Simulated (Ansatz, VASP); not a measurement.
One calculation of As, two programs

The input INCAR:

```
PREC = Accurate
ENCUT = 520
EDIFF = 1E-6
ISMEAR = 0
SIGMA = 0.05
LREAL = False
LASPH = True
NELM = 120
ALGO = Normal
ISIF = 2
LWAVE = False
LCHARG = True
LDIPOL = True
IDIPOL = 3
DIPOL = 0.5 0.5 0.375
GGA = PE
IVDW = 12
LELF = True
LVHAR = True
LVACPOTAV = True
NBANDS = 38
GGA_COMPAT = False
NELMDL = -8
```

KPOINTS

```
regular mesh
0
Gamma
  9 9 1
```

The input POSCAR:

```
As
1.0
    3.5713380906      0.0000000000      0.0000000000
   -1.7856690453      3.0928695120      0.0000000000
    0.0000000000      0.0000000000     20.2952802043
As
4
Direct
    0.3333333333      0.6666666667      0.2905917062
    0.6666666667      0.3333333333      0.2217264287
    1.1666666667      0.3333333333      0.5289545203
    0.8333333333      0.6666666667      0.4600892428
```

Input for Ansatz:

```yaml
crystal:
  lattice:
    - [3.5713380906, 0.0, 0.0]
    - [-1.7856690453, 3.092869512, 0.0]
    - [0.0, 0.0, 20.2952802043]
  atoms:
    - { symbol: As, position: [0.3333333333, 0.6666666667, 0.2905917062] }
    - { symbol: As, position: [0.6666666667, 0.3333333333, 0.2217264287] }
    - { symbol: As, position: [1.1666666667, 0.3333333333, 0.5289545203] }
    - { symbol: As, position: [0.8333333333, 0.6666666667, 0.4600892428] }
basis:
  ecutwfc: 420
kpoints:
  mp_grid: { grid: [9, 9, 1] }
hamiltonian:
  xc: pbe
  dispersion: d3bj
scf:
  occupations: { method: gaussian, width: 0.05 }
output:
  forces: true
  eigenvalues: true
efield:
  axis: 3
  dipole_correction: true
  ramp_width: 0.04
```

Alike in both runs: task single point; functional PBE; dispersion D3(BJ); k mesh 9 × 9 × 1; occupations gaussian, width 0.05 eV; no spin polarisation.

|  | VASP | Ansatz |
| --- | --- | --- |
| version | VASP 6.6.1 | Ansatz 0.2.0 |
| potentials or method | VASP PAW PBE potentials, release 64 (As_d), cutoff 520 eV | scalar-relativistic, plane waves, PAW |
| valence electrons in the cell | 60 | 60 |

Ansatz gave:

| Item | Value |
| --- | --- |
| gap on the k mesh at the Fermi level (eV) | 1.12 |
| least direct gap on the mesh (eV) | 1.65 |
| rms of the force components (eV/Å) | 0.024 |

Q: Estimate VASP's values.

A: gap on the k mesh at the Fermi level (eV): 1.11; least direct gap on the mesh (eV): 1.64; rms of the force components (eV/Å): 0.031.

Atom by atom the forces differ by 0.015 eV/Å (rms over components).
